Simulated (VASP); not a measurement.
# Pd (Fm-3m) in VASP: notebook

Pd is run at these levels: PBE; tasks: single point, relaxation of cell and atoms.

Program: VASP 6.6.1. These are calculated values, not measurements. Logs are shortened: lines on timing, memory, paths and dates and some standing lists are left out, and cuts for length are marked.

### Step 1. The cell of the first run

It takes space group Fm-3m (No. 225, cubic). The conventional cell has a = 3.945 Å, b = 3.945 Å, c = 3.945 Å, α = 90.00°, β = 90.00°, γ = 90.00°. Pd (site symmetry m-3m) has 12 Pd at 2.79 Å within 3.7 Å.

### Step 2. Single point, PBE

The input, INCAR:

```
PREC = Accurate
ENCUT = 520
EDIFF = 1E-6
ISMEAR = -1
SIGMA = 0.08
LREAL = F
LASPH = T
NELM = 60
ALGO = Normal
ISIF = 2
LWAVE = F
LCHARG = F
GGA = PE
NBANDS = 11
```

The input, KPOINTS:

```
Automatic mesh
0
Gamma
  19 19 19
```

The input, POSCAR:

```
Pd
1.0
    0.0000000000      1.9726083335      1.9726083335
    1.9726083335      0.0000000000      1.9726083335
    1.9726083335      1.9726083335      0.0000000000
Pd
1
Direct
    0.0000000000      0.0000000000      0.0000000000
```

Potentials or basis: VASP PAW PBE potentials, release 64 (Pd).

Launch:

```
$ cat potpaw_PBE.64/Pd/POTCAR > POTCAR
$ mpirun -np 1 vasp_std > vasp.out
```

OUTCAR:

```text
PREC = Accurate
   ENCUT = 520
   EDIFF = 1E-6
   ISMEAR = -1
   LREAL = F
   LASPH = T
   NELM = 60
   ISIF = 2
   GGA = PE

 ion  position               nearest neighbor table
   1  0.000  0.000  0.000-

  LATTYP: Found a face centered cubic cell.
 ALAT       =     3.9452166670

  Lattice vectors:

 A1 = (   0.0000000000,   1.9726083335,   1.9726083335)
 A2 = (   1.9726083335,   0.0000000000,   1.9726083335)
 A3 = (   1.9726083335,   1.9726083335,   0.0000000000)

Analysis of symmetry for initial positions (statically):
=====================================================================
 Subroutine PRICEL returns:
 Original cell was already a primitive cell.

 Routine SETGRP: Setting up the symmetry group for a
 face centered cubic supercell.

 Subroutine GETGRP returns: Found 48 space group operations
 (whereof 48 operations were pure point group operations)
 out of a pool of 48 trial point group operations.

The static configuration has the point symmetry O_h .

Analysis of symmetry for dynamics (positions and initial velocities):
=====================================================================
 Subroutine PRICEL returns:
 Original cell was already a primitive cell.

 Routine SETGRP: Setting up the symmetry group for a
 face centered cubic supercell.

 Subroutine GETGRP returns: Found 48 space group operations
 (whereof 48 operations were pure point group operations)
 out of a pool of 48 trial point group operations.

The dynamic configuration has the point symmetry O_h .

 Subroutine INISYM returns: Found 48 space group operations
 (whereof 48 operations are pure point group operations),
 and found     1 'primitive' translations

----------------------------------------------------------------------------------------

                                     Primitive cell

  volume of cell :      15.3516

  direct lattice vectors                    reciprocal lattice vectors
     0.000000000  1.972608333  1.972608333    -0.253471503  0.253471503  0.253471503
     1.972608333  0.000000000  1.972608333     0.253471503 -0.253471503  0.253471503
     1.972608333  1.972608333  0.000000000     0.253471503  0.253471503 -0.253471503

  length of vectors
     2.789689458  2.789689458  2.789689458     0.439025522  0.439025522  0.439025522

  position of ions in fractional coordinates (direct lattice)
     0.000000000  0.000000000  0.000000000

  ion indices of the primitive-cell ions
   primitive index   ion index
                 1           1

----------------------------------------------------------------------------------------

 KPOINTS: Automatic mesh

Automatic generation of k-mesh.
 Grid dimensions read from file:
 generate k-points for:   19   19   19

 Generating k-lattice:

  Cartesian coordinates                     Fractional coordinates (reciprocal lattice)
    -0.013340605  0.013340605  0.013340605     0.052631579  0.000000000  0.000000000
     0.013340605 -0.013340605  0.013340605     0.000000000  0.052631579  0.000000000
     0.013340605  0.013340605 -0.013340605     0.000000000  0.000000000  0.052631579

  Length of vectors
     0.023106606  0.023106606  0.023106606

  Shift w.r.t. Gamma in fractional coordinates (k-lattice)
     0.000000000  0.000000000  0.000000000

 Subroutine IBZKPT returns following result:
 ===========================================

 Found    220 irreducible k-points:

 Following reciprocal coordinates:
            Coordinates               Weight
  0.000000  0.000000  0.000000      1.000000
  0.052632  0.000000  0.000000      8.000000
  0.105263  0.000000  0.000000      8.000000
  0.157895  0.000000  0.000000      8.000000
  0.210526  0.000000  0.000000      8.000000
  0.263158  0.000000  0.000000      8.000000
[... 16 lines left out ...]
 -0.315789  0.052632  0.000000     24.000000
 -0.263158  0.052632  0.000000     24.000000
 [... further k-points ...]
   k-points           NKPTS =    220   k-points in BZ     NKDIM =    220   number of bands    NBANDS=     11
   number of dos      NEDOS =    301   number of ions     NIONS =      1
   total plane-waves  NPLWV =  13824
   dimension x,y,z NGX =    24 NGY =   24 NGZ =   24
   dimension x,y,z NGXF=    48 NGYF=   48 NGZF=   48
   ions per type =               1
   NGX,Y,Z   is equivalent  to a cutoff of  14.30, 14.30, 14.30 a.u.
   NGXF,Y,Z  is equivalent  to a cutoff of  28.60, 28.60, 28.60 a.u.
 SYSTEM =  unknown system
   PREC   = accura    normal or accurate (medium, high low for compatibility)
   ISTART =      0    job   : 0-new  1-cont  2-samecut
   ICHARG =      2    charge: 1-file 2-atom 10-const
   ISPIN  =      1    spin polarized calculation?
   LNONCOLLINEAR =      F non collinear calculations
   LSORBIT =      F    spin-orbit coupling
   LASPH  =      T    aspherical Exc in radial PAW
   ENCUT  =  520.0 eV  38.22 Ry    6.18 a.u.   5.19  5.19  5.19*2*pi/ulx,y,z
   NELM   =     60;   NELMIN=  2; NELMDL= -5     # of ELM steps
   EDIFF  = 0.1E-05   stopping-criterion for ELM
   LREAL  =      F    real-space projection
   EDIFFG = 0.1E-04   stopping-criterion for IOM
   NSW    =      0    number of steps for IOM
   IBRION =     -1    ionic relax: 0-MD 1-quasi-New 2-CG
   NFREE  =      0    steps in history (QN), initial steepest desc. (CG)
   ISIF   =      2    stress and relaxation
   ISYM   =      2    0-nonsym 1-usesym 2-fastsym
   POTIM  = 0.5000    time-step for ionic-motion
   TEBEG  =    0.0;   TEEND  =   0.0 temperature during run
   PSTRESS=    0.0 pullay stress
   NELECT =      10.0000    total number of electrons
   NUPDOWN=      -1.0000    fix difference up-down
   EMIN   =  10.00;   EMAX   =-10.00  energy-range for DOS
   EFERMI =   0.00;   METHOD = LEGACY
   ISMEAR =    -1;   SIGMA  =   0.08  broadening in eV -4-tet -1-fermi 0-gaus
   EFERMI_NEDOS =   21; number of points for ismear=-14 and -15
   IALGO  =     38    algorithm
   IMIX   =      4    mixing-type and parameters
     AMIX     =   0.40;   BMIX     =  1.00
     AMIX_MAG =   1.60;   BMIX_MAG =  1.00
  volume/ion in A,a.u.               =      15.35       103.60
  Fermi-wavevector in a.u.,A,eV,Ry     =   1.419136  2.681778 27.401406  2.013947
  Thomas-Fermi vector in A             =   2.540188
   LORBIT       =      0    0 simple, 1 ext, 2 COOP (PROOUT), +10 PAW based schemes
   GGA     = PE    functional components
   LHFCALC =     F    Hartree Fock is set to
   AEXX    =    0.0000 exact exchange contribution
   IVDW    =     0    specifies the selected vdW correction
   LEPSILON=     F    determine dielectric tensor
   LRPA    =     F    only Hartree local field effects (RPA)
 non-spin polarized calculation
  energy-cutoff  :      520.00
  volume of cell :       15.35
 maximum number of plane-waves:       428
 NGX is ok and might be reduce to    24
   NGX = 11   NGY = 11   NGZ = 11

 number of electron      10.0000000 magnetization

 Free energy of the ion-electron system (eV)
  ---------------------------------------------------
  ext. energy  EPLUGINS =         0.00000000
  ---------------------------------------------------
  free energy    TOTEN  =        -5.24042108 eV

  energy without entropy =       -5.19441351  energy(sigma->0) =       -5.21741730

 E-fermi :   9.1493     XC(G=0): -12.9359

 val. band max:        9.1470346137   @ k =  -0.4737   0.2632   0.0000
 cond. band min:       9.1509481892   @ k =  -0.3684   0.4211   0.0526
 fundamental gap:      0.0039135755
 Fermi energy:         9.1493161651

 k-point     1 :       0.0000    0.0000    0.0000
  band No.  band energies     occupation
      1       2.2886      2.00000
      2       6.4658      2.00000
      3       6.4658      2.00000
      4       6.4658      2.00000
      5       7.9722      2.00000
      6       7.9722      2.00000
      7      26.2896      0.00000
      8      30.8371      0.00000
      9      30.8371      0.00000
     10      30.8371      0.00000
     11      35.4540      0.00000

 k-point     2 :       0.0526    0.0000    0.0000
  band No.  band energies     occupation
      1       2.3862      2.00000
      2       6.4322      2.00000
      3       6.4991      2.00000
      4       6.4991      2.00000
      5       7.9564      2.00000
      6       7.9564      2.00000
      7      26.3861      0.00000
      8      30.1447      0.00000
      9      30.9419      0.00000
     10      30.9419      0.00000
     11      35.5726      0.00000

 k-point     3 :       0.1053    0.0000    0.0000
  band No.  band energies     occupation
      1       2.6697      2.00000
      2       6.3463      2.00000
      3       6.5875      2.00000
      4       6.5875      2.00000
      5       7.9218      2.00000
      6       7.9218      2.00000
      7      26.5937      0.00000
      8      28.7210      0.00000
      9      31.2391      0.00000
     10      31.2391      0.00000
     11      36.1190      0.00000

 k-point     4 :       0.1579    0.0000    0.0000
  band No.  band energies     occupation
      1       3.1052      2.00000
      2       6.2574      2.00000
      3       6.6925      2.00000
      4       6.6925      2.00000
      5       7.9096      2.00000
      6       7.9096      2.00000
      7      26.3048      0.00000
      8      27.5784      0.00000
      9      31.6704      0.00000
     10      31.6704      0.00000
     11      35.0795      0.00000
[... 239 lines left out ...]
 k-point    22 :      -0.3684    0.0526    0.0000
  band No.  band energies     occupation
      1       4.2719      2.00000
      2       6.4887      2.00000
      3       6.5609      2.00000
      4       8.0631      2.00000
      5       8.6747      1.99471
      6       9.4995      0.02481
      7      18.4725      0.00000
      8      26.0922      0.00000
      9      29.5543      0.00000
     10      31.0839      0.00000
     11      35.2917      0.00000

 k-point    23 :      -0.3158    0.0526    0.0000
  band No.  band energies     occupation
      1       4.2929      2.00000
      2       6.5845      2.00000
      3       6.6537      2.00000
      4       7.3057      2.00000
      5       8.3662      1.99989
      6       8.9644      1.81966
      7      20.3033      0.00000
      8      26.5115      0.00000
      9      30.0507      0.00000
     10      32.2427      0.00000
     11      34.5452      0.00000

 k-point    24 :      -0.2632    0.0526    0.0000
  band No.  band energies     occupation
      1       4.1868      2.00000
      2       6.5397      2.00000
      3       6.7506      2.00000
      4       6.7551      2.00000
      5       8.0608      2.00000
      6       8.5738      1.99850
      7      22.2426      0.00000
      8      26.9646      0.00000
      9      30.6181      0.00000
     10      33.5183      0.00000
     11      33.7249      0.00000

 [... further k-points ...]
[... 5 lines left out ...]
  --------------------------------------------------------------------------------------
  -------------------------------------------------------------------------------------
  Total       -0.0269096     -0.0269096     -0.0269096      0.0000000      0.0000000     -0.0000000
  in kB       -2.8084458     -2.8084458     -2.8084458      0.0000000      0.0000000     -0.0000000
  external PRESSURE =      -2.8084458 kB  Pullay stress =       0.0000000 kB

 VOLUME and BASIS-vectors are now :
 -----------------------------------------------------------------------------
  energy-cutoff  :      520.00
  volume of cell :       15.35
      direct lattice vectors                 reciprocal lattice vectors
     0.000000000  1.972608333  1.972608333    -0.253471503  0.253471503  0.253471503
     1.972608333  0.000000000  1.972608333     0.253471503 -0.253471503  0.253471503
     1.972608333  1.972608333  0.000000000     0.253471503  0.253471503 -0.253471503

 POSITION                                       TOTAL-FORCE (eV/Angst)
 -----------------------------------------------------------------------------------
      0.00000      0.00000      0.00000         0.000000      0.000000      0.000000
 -----------------------------------------------------------------------------------
    total drift:                               -0.000000      0.000000     -0.000000

  FREE ENERGIE OF THE ION-ELECTRON SYSTEM (eV)
  ---------------------------------------------------
  free  energy   TOTEN  =        -5.2404210802 eV

  energy  without entropy=       -5.1944135100  energy(sigma->0) =       -5.21741730
```

It took 13 s on 1 thread of Intel Xeon Platinum 8559C (Emerald Rapids), shared host; peak memory 0.16 GiB.

What came out:

```yaml
Free_energy: -5.2404 eV
Pressure: -0.3 GPa
Band_gap_on_the_k_mesh: zero (band 5 reaches 9.37 eV, above the bottom of band 6 at 7.91 eV)
```

### Step 3. Relaxation of cell and atoms, PBE

The input, INCAR:

```
PREC = Accurate
ENCUT = 600
EDIFF = 1E-6
ISMEAR = -1
SIGMA = 0.08
LREAL = F
LASPH = T
NELM = 60
ALGO = Normal
ISIF = 3
LWAVE = F
LCHARG = F
GGA = PE
IBRION = 2
NSW = 60
EDIFFG = -0.005
```

KPOINTS is that of step 2.

The input, POSCAR:

```
Pd
1.0
    0.0000000000      1.9734833199      1.9734833199
    1.9734833199      0.0000000000      1.9734833199
    1.9734833199      1.9734833199      0.0000000000
Pd
1
Direct
    0.0000000000      0.0000000000      0.0000000000
```

Potentials or basis: VASP PAW PBE potentials, release 64 (Pd).

Launch:

```
$ cat potpaw_PBE.64/Pd/POTCAR > POTCAR
$ mpirun -np 1 vasp_std > vasp.out
```

OUTCAR:

```text
PREC = Accurate
   ENCUT = 600
   EDIFF = 1E-6
   ISMEAR = -1
   LREAL = F
   LASPH = T
   NELM = 60
   ISIF = 3
   GGA = PE
   IBRION = 2
   NSW = 60
   EDIFFG = -0.005

 ion  position               nearest neighbor table
   1  0.000  0.000  0.000-

  LATTYP: Found a face centered cubic cell.
 ALAT       =     3.9469666398

  Lattice vectors:

 A1 = (   0.0000000000,   1.9734833199,   1.9734833199)
 A2 = (   1.9734833199,   0.0000000000,   1.9734833199)
 A3 = (   1.9734833199,   1.9734833199,   0.0000000000)

Analysis of symmetry for initial positions (statically):
=====================================================================
 Subroutine PRICEL returns:
 Original cell was already a primitive cell.

 Routine SETGRP: Setting up the symmetry group for a
 face centered cubic supercell.

 Subroutine GETGRP returns: Found 48 space group operations
 (whereof 48 operations were pure point group operations)
 out of a pool of 48 trial point group operations.

The static configuration has the point symmetry O_h .

Analysis of symmetry for dynamics (positions and initial velocities):
=====================================================================
 Subroutine PRICEL returns:
 Original cell was already a primitive cell.

 Routine SETGRP: Setting up the symmetry group for a
 face centered cubic supercell.

 Subroutine GETGRP returns: Found 48 space group operations
 (whereof 48 operations were pure point group operations)
 out of a pool of 48 trial point group operations.

The dynamic configuration has the point symmetry O_h .

 Subroutine INISYM returns: Found 48 space group operations
 (whereof 48 operations are pure point group operations),
 and found     1 'primitive' translations

----------------------------------------------------------------------------------------

                                     Primitive cell

  volume of cell :      15.3720
[... 116 lines left out ...]
   LEPSILON=     F    determine dielectric tensor
   LRPA    =     F    only Hartree local field effects (RPA)
 conjugate gradient relaxation of ions
 non-spin polarized calculation
  energy-cutoff  :      600.00
  volume of cell :       15.37
 maximum number of plane-waves:       532
   NGX = 11   NGY = 11   NGZ = 11

--------------------------------------- Ionic step        1  -------------------------------------------

 number of electron      10.0000000 magnetization

 Free energy of the ion-electron system (eV)
  ---------------------------------------------------
  ext. energy  EPLUGINS =         0.00000000
  ---------------------------------------------------
  free energy    TOTEN  =        -5.24050544 eV

  energy without entropy =       -5.19444412  energy(sigma->0) =       -5.21747478

------------------------ aborting loop because EDIFF is reached ----------------------------------------

  FORCE on cell =-STRESS in cart. coord.  units (eV):
  Direction    XX          YY          ZZ          XY          YZ          ZX
  --------------------------------------------------------------------------------------
  -------------------------------------------------------------------------------------
  Total       -0.0523390     -0.0523390     -0.0523390      0.0000000     -0.0000000     -0.0000000
  in kB       -5.4551367     -5.4551367     -5.4551367      0.0000000     -0.0000000     -0.0000000
  external PRESSURE =      -5.4551367 kB  Pullay stress =       0.0000000 kB
[... 57 lines left out ...]
--------------------------------------- Ionic step        3  -------------------------------------------

 number of electron      10.0000000 magnetization

 Free energy of the ion-electron system (eV)
  ---------------------------------------------------
  ext. energy  EPLUGINS =         0.00000000
  ---------------------------------------------------
  free energy    TOTEN  =        -5.24059484 eV

  energy without entropy =       -5.19466955  energy(sigma->0) =       -5.21763219

 E-fermi :   9.1811     XC(G=0): -12.9480

 val. band max:        9.1790374930   @ k =  -0.4737   0.2632   0.0000
 cond. band min:       9.1829349676   @ k =  -0.3684   0.4211   0.0526
 fundamental gap:      0.0038974745
 Fermi energy:         9.1810665438

 k-point     1 :       0.0000    0.0000    0.0000
  band No.  band energies     occupation
      1       2.3057      2.00000
      2       6.4889      2.00000
      3       6.4889      2.00000
      4       6.4889      2.00000
      5       8.0003      2.00000
      6       8.0003      2.00000
      7      26.3230      0.00000
      8      30.8818      0.00000
      9      30.8818      0.00000
[... 265 lines left out ...]
 k-point    24 :      -0.2632    0.0526    0.0000
  band No.  band energies     occupation
      1       4.2056      2.00000
      2       6.5631      2.00000
      3       6.7745      2.00000
      4       6.7790      2.00000
      5       8.0890      2.00000
      6       8.6037      1.99853
      7      22.2912      0.00000
      8      27.0033      0.00000
      9      30.6750      0.00000

 [... further k-points ...]
[... 5 lines left out ...]
  --------------------------------------------------------------------------------------
  -------------------------------------------------------------------------------------
  Total        0.0006656      0.0006656      0.0006656      0.0000000      0.0000000     -0.0000000
  in kB        0.0696069      0.0696069      0.0696069      0.0000000      0.0000000     -0.0000000
  external PRESSURE =       0.0696069 kB  Pullay stress =       0.0000000 kB
[... 16 lines left out ...]
  FREE ENERGIE OF THE ION-ELECTRON SYSTEM (eV)
  ---------------------------------------------------
  free  energy   TOTEN  =        -5.2405948420 eV

  energy  without entropy=       -5.1946695451  energy(sigma->0) =       -5.21763219

 reached required accuracy - stopping structural energy minimisation
```

Run time: 22 s. Hardware: 1 thread of Intel Xeon Platinum 8559C (Emerald Rapids), shared host; peak memory 0.17 GiB.

What came out:

- Free energy: -5.2406 eV
- Relaxed volume: 15.32 Å³/atom
- Relaxed cell: a = 2.788 Å, b = 2.788 Å, c = 2.788 Å, α = 60.00°, β = 60.00°, γ = 60.00°
- Space group after relaxing (to 0.05 Å): Fm-3m (No. 225)
- Energy gained by relaxing: 0.1 meV/atom
- Ionic steps: 3
- Pressure after relaxing: 0.0 GPa
- Band gap on the k mesh: zero (band 5 reaches 9.41 eV, above the bottom of band 6 at 7.94 eV)

Final structure:
```
CELL_PARAMETERS angstrom
0.00000 1.97131 1.97131
1.97131 0.00000 1.97131
1.97131 1.97131 0.00000
ATOMIC_POSITIONS crystal
Pd 0.00000 0.00000 0.00000
```

Levels at points of the mesh, in eV from the Fermi level:
```csv
k point,band 2,band 3,band 4,band 5,band 6,band 7,band 8,band 9
"(0.00, 0.00, 0.00)",-2.69,-2.69,-2.69,-1.18,-1.18,17.14,21.70,21.70
```
